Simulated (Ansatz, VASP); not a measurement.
**CdHClO in VASP and in Ansatz**

```xyz
8
Lattice="3.6648 0.0000 0.0000 -1.8324 3.1738 0.0000 0.0000 0.0000 10.2305" Properties=species:S:1:pos:R:3 pbc="T T T"
Cd    0.0000    2.1159    0.0809
Cd    1.8324    1.0579    5.1962
H     0.0000    0.0000    1.8415
H     0.0000    0.0000    6.9567
Cl    0.0000    2.1159    3.5121
Cl    1.8324    1.0579    8.6274
O     0.0000    0.0000    0.9126
O     0.0000    0.0000    6.0278
```

Alike in both runs: task single point; functional LDA; k mesh 5 × 5 × 2; no spin polarisation.

|  | VASP | Ansatz |
| --- | --- | --- |
| version | VASP 6.6.1 | Ansatz 0.2.0 |
| potentials or method | VASP PAW LDA potentials, release 64 (Cd, H, Cl, O), cutoff 520 eV | plane waves, PAW |
| occupations | gaussian, width 0.01 eV | fixed |
| valence electrons in the cell | 52 | 68 |

|  | VASP | Ansatz | Ansatz less VASP |
| --- | --- | --- | --- |
| gap on the k mesh at the Fermi level (eV) | 2.34 | 2.32 | -0.019 |

LDA's correlation is that of Perdew and Zunger in VASP and of Perdew and Wang (1992) in Ansatz. VASP's potentials hold 52 valence electrons a cell and Ansatz's 68, so a difference there can come from the potentials and not from the codes.
